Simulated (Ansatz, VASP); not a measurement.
# Ti3Se in VASP and in Ansatz

```
Ti Se
1.0
     3.19671    0.00000    0.00000
    -1.59836    2.76844    0.00000
     0.00000    0.00000    7.90801
Ti Se
3 1
Direct
  0.33333 0.66667 0.22650
  0.33333 0.66667 0.77350
  0.66667 0.33333 0.50000
  0.00000 0.00000 0.00000
```

Alike in both runs: functional r2SCAN; k mesh 18 × 18 × 6; occupations gaussian, width 0.1 eV; no spin polarisation.

Ansatz relaxed the structure, and its values are those at the end. VASP's run is a single point on that final structure, the one shown.

```csv
,VASP,Ansatz
version,VASP 6.6.1,Ansatz 0.2.0
potentials or method,"VASP PAW PBE potentials, release 64 (Ti_sv, Se), cutoff 520 eV","scalar-relativistic, plane waves, PAW"
valence electrons in the cell,42,52
```

VASP gave:

* gap on the k mesh at the Fermi level (eV): none
* pressure (GPa): 0.4
* rms of the force components (eV/Å): 0.010

Task: What did Ansatz give for the same quantities?

Result: gap on the k mesh at the Fermi level (eV): none; pressure (GPa): 0.0; rms of the force components (eV/Å): 0.000.

VASP's potentials were made for PBE, not for r2SCAN. A gap of «none» marks a metal or a gap that the smearing closes. VASP's potentials hold 42 valence electrons a cell and Ansatz's 52, so a difference there can come from the potentials and not from the codes.
